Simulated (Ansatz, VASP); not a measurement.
SiO2 in VASP and in Ansatz

Contents of INCAR:

```
SYSTEM = SiO2
ALGO     = Normal         ! electronic algorithm
EDIFF    = 1E-8           ! SCF threshold, eV
ENCUT    = 520            ! plane-wave cutoff, eV
GGA      = PE             ! functional
ISIF     = 2              ! what is computed and relaxed
ISMEAR   = -1             ! smearing method
LASPH    = .True.         ! aspherical terms in the spheres
LCHARG   = .False.        ! write CHGCAR
LEFG     = .True.       
LREAL    = .False.        ! projectors in reciprocal space
LWAVE    = .False.        ! write WAVECAR
NBANDS   = 44             ! bands
NELM     = 80             ! most SCF steps
PREC     = Accurate       ! precision mode
SIGMA    = 0.02           ! smearing width, eV
```

The input KPOINTS:

```
k-points
0
Gamma
  6 6 4
  0 0 0
```

POSCAR

```
SiO2
1.0
    4.9930000000      0.0000000000      0.0000000000
    0.0000000000      4.9930000000      0.0000000000
    0.0000000000      0.0000000000      7.0050000000
Si O
4 8
Direct
    0.2966500000      0.2966500000      0.0000000000
    0.2033500000      0.7966500000      0.2500000000
    0.7033500000      0.7033500000      0.5000000000
    0.7966500000      0.2033500000      0.7500000000
    0.2406000000      0.0966000000      0.1746800000
    0.4034000000      0.7406000000      0.4246800000
    0.7594000000      0.9034000000      0.6746800000
    0.5966000000      0.2594000000      0.9246800000
    0.7406000000      0.4034000000      0.5753200000
    0.9034000000      0.7594000000      0.3253200000
    0.2594000000      0.5966000000      0.0753200000
    0.0966000000      0.2406000000      0.8253200000
```

Input for Ansatz:

```yaml
crystal:
  lattice:
    - [4.993, 0.0, 0.0]
    - [0.0, 4.993, 0.0]
    - [0.0, 0.0, 7.005]
  atoms:
    - { symbol: Si, position: [0.29665, 0.29665, 0.0] }
    - { symbol: Si, position: [0.20335, 0.79665, 0.25] }
    - { symbol: Si, position: [0.70335, 0.70335, 0.5] }
    - { symbol: Si, position: [0.79665, 0.20335, 0.75] }
    - { symbol: O, position: [0.2406, 0.0966, 0.17468] }
    - { symbol: O, position: [0.4034, 0.7406, 0.42468] }
    - { symbol: O, position: [0.7594, 0.9034, 0.67468] }
    - { symbol: O, position: [0.5966, 0.2594, 0.92468] }
    - { symbol: O, position: [0.7406, 0.4034, 0.57532] }
    - { symbol: O, position: [0.9034, 0.7594, 0.32532] }
    - { symbol: O, position: [0.2594, 0.5966, 0.07532] }
    - { symbol: O, position: [0.0966, 0.2406, 0.82532] }
kpoints:
  mp_grid: { grid: [6, 6, 4] }
scf:
  occupations: { method: fermi_dirac, width: 0.02 }
hamiltonian:
  xc: pbe
  pseudopotentials: { kind: paw }
output:
  forces: true
  stress: true
  populations: true
  efg: { quadrupole_moments_barn: { O: -0.02558 }, contact_densities: true }
  write_density: true
  write_potential: true
  elf: true
  volumetric_format: npy
```

Alike in both runs: task electric field gradients; functional PBE; k mesh 6 × 6 × 4; occupations fermi-dirac, width 0.02 eV; no spin polarisation.

```csv
,VASP,Ansatz
version,VASP 6.6.1,Ansatz 0.2.0
potentials or method,"VASP PAW PBE potentials, release 64 (Si, O)","plane-wave PAW, scalar-relativistic"
plane-wave cutoff (eV),520,420
valence electrons in the cell,64,64
```

Ansatz gave:

- gap on the k mesh at the Fermi level (eV): 5.77
- pressure (GPa): 7.6
- traceless stress, the component that is largest in VASP (GPa): -0.39
- rms of the force components (eV/Å): 0.230
- size of Vzz on the site where it differs most (V/Å²): 91.8

Problem. Which values does VASP return?

Solution. gap on the k mesh at the Fermi level (eV): 5.77; pressure (GPa): 7.7; traceless stress, the component that is largest in VASP (GPa): -0.42; rms of the force components (eV/Å): 0.227; size of Vzz on the site where it differs most (V/Å²): 87.2.

Atom by atom the forces differ by 0.008 eV/Å (rms over components). With one functional, cell and mesh, what is left measures potentials, basis and numerics.
